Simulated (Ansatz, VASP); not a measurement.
## Two plane-wave programs on Ge

```
Ge
1.0
     1.42408   -2.59509    0.00000
     1.42408    2.59509    0.00000
     0.00000    0.00000    2.60309
Ge
1
Direct
  0.50000 0.50000 0.00000
```

Change from the starting cell: strain +0.030 along x and y, -0.015 along z, atoms carried along.

Alike in both runs: task single point; functional PBEsol; k mesh 24 × 24 × 22; occupations gaussian, width 0.15 eV; no spin polarisation.

```csv
,VASP,Ansatz
version,VASP 6.6.1,Ansatz 0.2.0
potentials or method,"VASP PAW PBE potentials, release 64 (Ge_d), cutoff 520 eV","scalar-relativistic, plane waves, PAW"
valence electrons in the cell,14,14
```

```tsv
	VASP	Ansatz	Ansatz less VASP
gap on the k mesh at the Fermi level (eV)	none	none	-
pressure (GPa)	-3.0	-2.8	+0.16
traceless stress, the component that is largest in VASP (GPa)	4.97	5.02	+0.048
```

VASP's potentials were made for PBE, not for PBEsol. A gap of «none» marks a metal or a gap that the smearing closes.
